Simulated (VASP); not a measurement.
# AlRu in VASP: further runs

Runs on AlRu. Level: PBE. Tasks: single point.

Everything below comes from runs of VASP 6.6.1. Logs are shortened: lines on timing, memory, paths and dates and some standing lists are left out, and cuts for length are marked.

### 1 The cell of the first run

The typed cell holds 2 atoms: a = 3.524 Å, b = 3.524 Å, c = 3.524 Å, α = 119.97°, β = 119.97°, γ = 90.05°.

The cell was built from a structure type or drawn by symmetry, and may not be a known phase.

### 2 Single point, PBE

INCAR reads:

```
ALGO = Fast
EDIFF = 1E-6
ENCUT = 520
GGA = PE
ISIF = 2
ISMEAR = 0
LASPH = T
LCHARG = F
LREAL = F
LWAVE = F
NBANDS = 16
NELM = 80
PREC = Accurate
SIGMA = 0.1
```

KPOINTS reads:

```
k-points
0
Gamma
  6 6 6
```

POSCAR reads:

```
AlRu
1.0
   -1.7629772118      1.7629772118      2.4909489362
    1.7629772118     -1.7629772118      2.4909489362
    1.7629772118      1.7629772118     -2.4909489362
Al Ru
1 1
Direct
    0.5000000000      0.5000000000      0.0000000000
    0.0000000000      0.0000000000      0.0000000000
```

Potentials or basis: VASP PAW PBE potentials, release 64 (Al, Ru_pv).

Command:

```bash
$ cat potpaw_PBE.64/Al/POTCAR potpaw_PBE.64/Ru_pv/POTCAR > POTCAR
$ mpirun -np 1 vasp_std > vasp.out
```

OUTCAR:

```text
EDIFF = 1E-6
   ENCUT = 520
   GGA = PE
   ISIF = 2
   ISMEAR = 0
   LASPH = T
   LREAL = F
   NELM = 80
   PREC = Accurate

 ion  position               nearest neighbor table
   1  0.500  0.500  0.000-   2 2.49   2 2.49   2 2.49   2 2.49   2 2.49   2 2.49
   2  0.000  0.000  0.000-   1 2.49   1 2.49   1 2.49   1 2.49   1 2.49   1 2.49

  LATTYP: Found a body centered tetragonal cell.
 ALAT       =     3.5259544236
 C/A-ratio  =     1.4129218004

  Lattice vectors:

 A1 = (  -1.7629772118,   1.7629772118,   2.4909489362)
 A2 = (   1.7629772118,  -1.7629772118,   2.4909489362)
 A3 = (   1.7629772118,   1.7629772118,  -2.4909489362)

Analysis of symmetry for initial positions (statically):
=====================================================================
 Subroutine PRICEL returns:
 Original cell was already a primitive cell.

 Routine SETGRP: Setting up the symmetry group for a
 body centered tetragonal supercell.

 Subroutine GETGRP returns: Found 16 space group operations
 (whereof 16 operations were pure point group operations)
 out of a pool of 16 trial point group operations.

The static configuration has the point symmetry D_4h.

Analysis of symmetry for dynamics (positions and initial velocities):
=====================================================================
 Subroutine PRICEL returns:
 Original cell was already a primitive cell.

 Routine SETGRP: Setting up the symmetry group for a
 body centered tetragonal supercell.

 Subroutine GETGRP returns: Found 16 space group operations
 (whereof 16 operations were pure point group operations)
 out of a pool of 16 trial point group operations.

The dynamic configuration has the point symmetry D_4h.

 Subroutine INISYM returns: Found 16 space group operations
 (whereof 16 operations are pure point group operations),
 and found     1 'primitive' translations

----------------------------------------------------------------------------------------

                                     Primitive cell

  volume of cell :      30.9684

  direct lattice vectors                    reciprocal lattice vectors
    -1.762977212  1.762977212  2.490948936     0.000000000  0.283611153  0.200726716
     1.762977212 -1.762977212  2.490948936     0.283611153  0.000000000  0.200726716
     1.762977212  1.762977212 -2.490948936     0.283611153  0.283611153  0.000000000

  length of vectors
     3.524344464  3.524344464  3.524344464     0.347457193  0.347457193  0.401086739
[... 76 lines left out ...]
   LNONCOLLINEAR =      F non collinear calculations
   LSORBIT =      F    spin-orbit coupling
   LASPH  =      T    aspherical Exc in radial PAW
   ENCUT  =  520.0 eV  38.22 Ry    6.18 a.u.   6.55  6.55  6.55*2*pi/ulx,y,z
   NELM   =     80;   NELMIN=  2; NELMDL= -5     # of ELM steps
   EDIFF  = 0.1E-05   stopping-criterion for ELM
   LREAL  =      F    real-space projection
   EDIFFG = 0.1E-04   stopping-criterion for IOM
   NSW    =      0    number of steps for IOM
   IBRION =     -1    ionic relax: 0-MD 1-quasi-New 2-CG
   NFREE  =      0    steps in history (QN), initial steepest desc. (CG)
   ISIF   =      2    stress and relaxation
   ISYM   =      2    0-nonsym 1-usesym 2-fastsym
   POTIM  = 0.5000    time-step for ionic-motion
   TEBEG  =    0.0;   TEEND  =   0.0 temperature during run
   PSTRESS=    0.0 pullay stress
   NELECT =      17.0000    total number of electrons
   NUPDOWN=      -1.0000    fix difference up-down
   EMIN   =  10.00;   EMAX   =-10.00  energy-range for DOS
   EFERMI =   0.00;   METHOD = LEGACY
   ISMEAR =     0;   SIGMA  =   0.10  broadening in eV -4-tet -1-fermi 0-gaus
   EFERMI_NEDOS =   21; number of points for ismear=-14 and -15
   IALGO  =     68    algorithm
   IMIX   =      4    mixing-type and parameters
     AMIX     =   0.40;   BMIX     =  1.00
     AMIX_MAG =   1.60;   BMIX_MAG =  1.00
  volume/ion in A,a.u.               =      15.48       104.49
  Fermi-wavevector in a.u.,A,eV,Ry     =   1.340453  2.533090 24.447158  1.796815
  Thomas-Fermi vector in A             =   2.468765
   LORBIT       =      0    0 simple, 1 ext, 2 COOP (PROOUT), +10 PAW based schemes
   GGA     = PE    functional components
   LHFCALC =     F    Hartree Fock is set to
   AEXX    =    0.0000 exact exchange contribution
   IVDW    =     0    specifies the selected vdW correction
   LEPSILON=     F    determine dielectric tensor
   LRPA    =     F    only Hartree local field effects (RPA)
 non-spin polarized calculation
 RMM-DIIS sequential band-by-band and
 Gauss-broadening in eV      SIGMA  =   0.10
  energy-cutoff  :      520.00
  volume of cell :       30.97
 maximum number of plane-waves:       869
 NGX is ok and might be reduce to    28
   NGX = 13   NGY = 13   NGZ = 13

 number of electron      17.0000001 magnetization

 Free energy of the ion-electron system (eV)
  ---------------------------------------------------
  ext. energy  EPLUGINS =         0.00000000
  ---------------------------------------------------
  free energy    TOTEN  =       -12.66690786 eV

  energy without entropy =      -12.65305372  energy(sigma->0) =      -12.65998079

 E-fermi :   9.0111     XC(G=0): -11.7348

 val. band max:        8.9442644188   @ k =   0.3333   0.1667   0.0000
 cond. band min:       9.0352043157   @ k =  -0.3333   0.3333   0.1667
 fundamental gap:      0.0909398969
 Fermi energy:         9.0111090481

 k-point     1 :       0.0000    0.0000    0.0000
  band No.  band energies     occupation
      1     -32.8279      2.00000
      2     -32.8259      2.00000
      3     -32.8259      2.00000
      4       0.0251      2.00000
      5       7.0342      2.00000
      6       7.0342      2.00000
[... 433 lines left out ...]
      3     -32.8382      2.00000
      4       1.9168      2.00000
      5       5.9454      2.00000
      6       6.2642      2.00000
[... 8 lines left out ...]
     15      21.4577      0.00000
     16      21.8743      0.00000

 [... further k-points ...]
[... 5 lines left out ...]
  --------------------------------------------------------------------------------------
  -------------------------------------------------------------------------------------
  Total       -0.0017934     -0.0017934      0.0456981      0.0000000      0.0000000      0.0000000
  in kB       -0.0927829     -0.0927829      2.3642331      0.0000000      0.0000000      0.0000000
  external PRESSURE =       0.7262225 kB  Pullay stress =       0.0000000 kB

 VOLUME and BASIS-vectors are now :
 -----------------------------------------------------------------------------
  energy-cutoff  :      520.00
  volume of cell :       30.97
      direct lattice vectors                 reciprocal lattice vectors
    -1.762977212  1.762977212  2.490948936     0.000000000  0.283611153  0.200726716
     1.762977212 -1.762977212  2.490948936     0.283611153  0.000000000  0.200726716
     1.762977212  1.762977212 -2.490948936     0.283611153  0.283611153  0.000000000

 POSITION                                       TOTAL-FORCE (eV/Angst)
 -----------------------------------------------------------------------------------
      0.00000      0.00000      2.49095         0.000000     -0.000000     -0.000000
      0.00000      0.00000      0.00000        -0.000000      0.000000      0.000000
 -----------------------------------------------------------------------------------
    total drift:                               -0.000000     -0.000000     -0.000000

  FREE ENERGIE OF THE ION-ELECTRON SYSTEM (eV)
  ---------------------------------------------------
  free  energy   TOTEN  =       -12.6669078624 eV

  energy  without entropy=      -12.6530537224  energy(sigma->0) =      -12.65998079
```

stdout:

```text
POSCAR found type information on POSCAR AlRu
 POSCAR found :  2 types and       2 ions
 scaLAPACK will be used
 LDA part: xc-table for (Slater+PW92), standard interpolation
 POSCAR, INCAR and KPOINTS ok, starting setup
 FFT: planning ... GRIDC
 FFT: planning ... GRID_SOFT
 FFT: planning ... GRID
 WAVECAR not read
 entering main loop
```

Run time: 24 s. Hardware: 1 thread of AMD EPYC 7R13, shared host; peak memory 0.16 GiB.

Results:

```yaml
Free_energy: -12.6669 eV
Pressure: 0.1 GPa
Band_gap_on_the_k_mesh: zero (an odd number of electrons rules out a gap without spin polarisation)
```

Stress tensor (GPa, compression positive):
```
-0.01  0.00  0.00
 0.00 -0.01  0.00
 0.00  0.00  0.24
```

Caveat: the k points lie up to 0.36 Å⁻¹ apart, too coarse for converged energies and pressures of a metal.

(Continued in part 2 of 2.)
